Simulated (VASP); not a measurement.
A run of VASP 6.6.1:

POSCAR

```
SiC
1.0
    0.0000000000      2.1740000000      2.1740000000
    2.1740000000      0.0000000000      2.1740000000
    2.1740000000      2.1740000000      0.0000000000
Si C
1 1
Direct
    0.0000000000      0.0000000000      0.0000000000
    0.7500000000      0.7500000000      0.7500000000
```

INCAR.step1

```
SYSTEM = SiC
PREC = Accurate ; ENCUT = 520
ISMEAR = 0 ; SIGMA = 0.05
LREAL = .False. ; LASPH = .True.
NELM = 80 ; NBANDS = 11
GGA = PE ; ALGO = Normal
EDIFF = 1E-4 ; LWAVE = .True.
LCHARG = .False.
```

File INCAR.step2:

```
SYSTEM = SiC
PREC = Accurate ; ENCUT = 520
EDIFF = 1E-6 ; ISMEAR = 0
SIGMA = 0.05 ; LREAL = .False.
LASPH = .True. ; NELM = 80
ALGO = Normal ; ISIF = 2
LWAVE = .False. ; LCHARG = .False.
METAGGA = R2SCAN ; LMIXTAU = .True.
NBANDS = 11 ; ISTART = 1
```

The input KPOINTS:

```
regular mesh
0
Gamma
  12 12 12
  0 0 0
```

Potentials or basis: VASP PAW PBE potentials, release 64 (Si, C).

Launch:

```console
$ cat potpaw_PBE.64/Si/POTCAR potpaw_PBE.64/C/POTCAR > POTCAR
$ cp INCAR.step1 INCAR
$ mpirun -np 1 vasp_std > vasp.out
$ cp INCAR.step2 INCAR
$ mpirun -np 1 vasp_std > vasp.out
```

Hardware: 1 thread of Intel(R) Xeon(R) Platinum 8559C (Emerald Rapids), on a shared host.

Question: Estimate the wall time of this run.

Answer: Wall time 23 s on 1 thread of Intel(R) Xeon(R) Platinum 8559C (Emerald Rapids) (shared host), peak memory 0.14 GiB. Counts: k points 72.
